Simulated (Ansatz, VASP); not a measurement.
## BN: VASP beside Ansatz

File POSCAR:

```
BN
1.0
    2.5539396017      0.0000000000      0.0000000000
   -1.2769698009      2.2117765748      0.0000000000
    0.0000000000      0.0000000000      4.2268550000
B N
2 2
Direct
    0.6666666667      0.3333333333      0.9997240000
    0.3333333333      0.6666666667      0.4997240000
    0.7103386106      0.3653034152      0.6252760000
    0.3333333333      0.6666666667      0.1252760000
```

The input INCAR.step1:

```
SYSTEM = BN
ALGO = Normal
EDIFF = 1E-4
ENCUT = 520
GGA = PE
ISMEAR = 0
LASPH = .True.
LCHARG = .False.
LREAL = .False.
LWAVE = .True.
NBANDS = 16
NELM = 80
PREC = Accurate
SIGMA = 0.05
```

File INCAR.step2:

```
SYSTEM = BN
ALGO = Normal
EDIFF = 1E-6
ENCUT = 520
ISIF = 2
ISMEAR = 0
ISTART = 1
LASPH = .True.
LCHARG = .False.
LMIXTAU = .True.
LREAL = .False.
LWAVE = .False.
METAGGA = R2SCAN
NBANDS = 16
NELM = 80
PREC = Accurate
SIGMA = 0.05
```

KPOINTS

```
k-points
0
Gamma
  12 12 6
  0 0 0
```

Input for Ansatz:

```yaml
crystal:
  lattice:
    - [2.5539396017, 0.0, 0.0]
    - [-1.2769698009, 2.2117765748, 0.0]
    - [0.0, 0.0, 4.226855]
  atoms:
    - { symbol: B, position: [0.6666666667, 0.3333333333, 0.999724] }
    - { symbol: B, position: [0.3333333333, 0.6666666667, 0.499724] }
    - { symbol: "N", position: [0.7103386106, 0.3653034152, 0.625276] }
    - { symbol: "N", position: [0.3333333333, 0.6666666667, 0.125276] }
basis:
  ecutwfc: 500
kpoints:
  mp_grid: { grid: [12, 12, 6] }
hamiltonian:
  xc: r2scan
scf:
  occupations: { method: gaussian, width: 0.05 }
output:
  forces: true
  stress: true
  eigenvalues: true
```

Alike in both runs: task single point; functional r2SCAN; k mesh 12 × 12 × 6; occupations gaussian, width 0.05 eV; no spin polarisation.

|  | VASP | Ansatz |
| --- | --- | --- |
| version | VASP 6.6.1 | Ansatz 0.2.0 |
| potentials or method | VASP PAW PBE potentials, release 64 (B, N), cutoff 520 eV | scalar-relativistic, plane waves, PAW |
| valence electrons in the cell | 16 | 16 |

```csv
,VASP,Ansatz,Ansatz less VASP
gap on the k mesh at the Fermi level (eV),5.38,5.41,+0.031
least direct gap on the mesh (eV),8.46,8.49,+0.026
pressure (GPa),-2.1,-3.1,-1.04
"traceless stress, the component that is largest in VASP (GPa)",2.72,2.65,-0.070
rms of the force components (eV/Å),1.037,1.035,-0.0018
```

VASP's potentials were made for PBE, not for r2SCAN. Atom by atom the forces differ by 0.003 eV/Å (rms over components). The functional is the same, so the differences come from potentials, cutoffs and numerics.
